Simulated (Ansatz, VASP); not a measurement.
## CsSnH3: VASP beside Ansatz

POSCAR

```
CsSnH3
1.0
    6.6631770000      0.0000000000      0.0000000000
    0.0000000000      6.6631770000      0.0000000000
    0.0000000000      0.0000000000      4.7315270000
H Sn Cs
6 2 2
Direct
    0.0000000000      0.0000000000      0.0000000000
    0.5000000000      0.5000000000      0.0000000000
    0.7763000000      0.2763000000      0.5000000000
    0.7237000000      0.7763000000      0.5000000000
    0.2237000000      0.7237000000      0.5000000000
    0.2763000000      0.2237000000      0.5000000000
    0.0000000000      0.0000000000      0.5000000000
    0.5000000000      0.5000000000      0.5000000000
    0.5000000000      0.0000000000      0.0000000000
    0.0000000000      0.5000000000      0.0000000000
```

File INCAR.step1:

```
SYSTEM = CsSnH3
  ALGO = Normal
  EDIFF = 1E-4
  ENCUT = 520
  GGA = PE
  ISMEAR = -1
  LASPH = .TRUE.
  LCHARG = .FALSE.
  LREAL = .FALSE.
  LWAVE = .TRUE.
  NBANDS = 37
  NELM = 80
  PREC = Accurate
  SIGMA = 0.1
```

The input INCAR.step2:

```
SYSTEM = CsSnH3
  ALGO = Normal
  EDIFF = 1E-6
  ENCUT = 520
  ISIF = 2
  ISMEAR = -1
  ISTART = 1
  LASPH = .TRUE.
  LCHARG = .TRUE.
  LELF = .TRUE.
  LMIXTAU = .TRUE.
  LREAL = .FALSE.
  LVHAR = .TRUE.
  LWAVE = .FALSE.
  METAGGA = R2SCAN
  NBANDS = 37
  NELM = 80
  PREC = Accurate
  SIGMA = 0.1
```

Contents of KPOINTS:

```
k-points
0
G
  5 5 7
  0 0 0
```

Input for Ansatz:

```yaml
crystal:
  lattice:
    - [6.663177, 0.0, 0.0]
    - [0.0, 6.663177, 0.0]
    - [0.0, 0.0, 4.731527]
  atoms:
    - { symbol: H, position: [0.0, 0.0, 0.0] }
    - { symbol: H, position: [0.5, 0.5, 0.0] }
    - { symbol: H, position: [0.7763, 0.2763, 0.5] }
    - { symbol: H, position: [0.7237, 0.7763, 0.5] }
    - { symbol: H, position: [0.2237, 0.7237, 0.5] }
    - { symbol: H, position: [0.2763, 0.2237, 0.5] }
    - { symbol: Sn, position: [0.0, 0.0, 0.5] }
    - { symbol: Sn, position: [0.5, 0.5, 0.5] }
    - { symbol: Cs, position: [0.5, 0.0, 0.0] }
    - { symbol: Cs, position: [0.0, 0.5, 0.0] }
  symmetry: { tolerance: 0.0003 }
kpoints:
  mp_grid: { grid: [5, 5, 7], shift: [0, 0, 0] }
  band_path:
    path:
      - [0.0, 0.0, 0.0]
      - [0.0, 0.5, 0.0]
      - [0.5, 0.5, 0.0]
      - [0.0, 0.0, 0.0]
      - [0.0, 0.0, 0.5]
      - [0.0, 0.5, 0.5]
      - [0.5, 0.5, 0.5]
      - [0.0, 0.0, 0.5]
      - [0.0, 0.5, 0.0]
      - [0.0, 0.5, 0.5]
      - [0.5, 0.5, 0.0]
    npoints: 6
magnetization:
  spin_polarized: false
scf:
  occupations: { method: fermi_dirac }
  lower_state_search: "off"
  max_iter: 200
hamiltonian:
  pseudopotentials: { kind: paw }
  xc: r2scan
basis:
  ecutwfc: 500
  fft_grid_basis: typed
output:
  forces: true
  stress: true
  eigenvalues: true
  bader: true
  populations: true
  elf: true
  write_potential: true
  volumetric_format: npy
  dos:
    e_range: [-12, 8]
    de: 0.05
    projected: { site_lists: { Cs: [Cs], H: [H], Sn: [Sn] } }
checkpoint:
  read: saved_state
```

Alike in both runs: task single point; functional r2SCAN; k mesh 5 × 5 × 7; no spin polarisation.

|  | VASP | Ansatz |
| --- | --- | --- |
| version | VASP 6.6.1 | Ansatz 0.2.0 |
| potentials or method | VASP PAW PBE potentials, release 64 (H, Sn_d, Cs_sv), cutoff 520 eV | PAW plane waves |
| occupations | fermi-dirac, width 0.1 eV | fermi-dirac |
| valence electrons in the cell | 52 | 52 |

|  | VASP | Ansatz | Ansatz less VASP |
| --- | --- | --- | --- |
| pressure (GPa) | -3.4 | -3.4 | +0.01 |
| traceless stress, the component that is largest in VASP (GPa) | 0.26 | 0.26 | -0.003 |
| rms of the force components (eV/Å) | 0.076 | 0.076 | -0.0004 |

VASP's potentials were made for PBE, not for r2SCAN. Atom by atom the forces differ by 0.000 eV/Å (rms over components).

Neither program's run includes spin-orbit coupling.
